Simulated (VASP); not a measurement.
Wanted: the native input for a VASP 6.6.1 run.

```
Task                   : relaxation of cell and atoms
Functional             : PBE
Potentials or basis    : VASP PAW PBE potentials, release 64 (O)
Cutoff                 : 600 eV
k mesh                 : 18 × 18 × 18
Occupations            : fermi-dirac, width 0.03 eV
Spin                   : no spin polarisation
Dipole correction      : no
Further INCAR settings : ALGO = Normal; EDIFF = 1e-06; IBRION = 2; EDIFFG = -0.005; NSW = 100; ISIF = 3
```

The structure of O lies in POSCAR:

```
O
1.0
    2.2322827293      0.0000000000      0.0000000000
    0.0000000000      2.2322827293      0.0000000000
    0.0000000000      0.0000000000      2.2322827293
O
1
Direct
    0.0000000000      0.0000000000      0.0000000000
```

One way to write it, as run:

INCAR

```
PREC = Accurate
ENCUT = 600
EDIFF = 1E-6
ISMEAR = -1
SIGMA = 0.03
LREAL = False
LASPH = True
NELM = 100
ALGO = Normal
ISIF = 3
LWAVE = False
LCHARG = False
GGA = PE
IBRION = 2
NSW = 100
EDIFFG = -0.005
```

KPOINTS

```
Automatic mesh
0
Gamma
  18 18 18
```

Potentials or basis: VASP PAW PBE potentials, release 64 (O).

Command:

```bash
$ cat potpaw_PBE.64/O/POTCAR > POTCAR
$ mpirun -np 1 vasp_std > vasp.out
```

It gave:

```json
{
  "Relaxed volume": "7.94 Å³/atom",
  "Relaxed cell": "a = 1.995 Å, b = 1.995 Å, c = 1.995 Å, α = 90.00°, β = 90.00°, γ = 90.00°",
  "Space group after relaxing (to 0.05 Å)": "Pm-3m (No. 221)",
  "Energy gained by relaxing": "365.6 meV/atom",
  "Ionic steps": "6",
  "Pressure after relaxing": "0.0 GPa",
  "Band gap on the k mesh": "zero (band 3 reaches 4.64 eV, above the bottom of band 4 at -0.96 eV)"
}
```

Caveat: the volume moved by over 15 % at a fixed basis, so the end points are rough.

Wall time 61 s on 1 thread of AMD EPYC 7R13, on a shared host, peak memory 0.1 GiB.
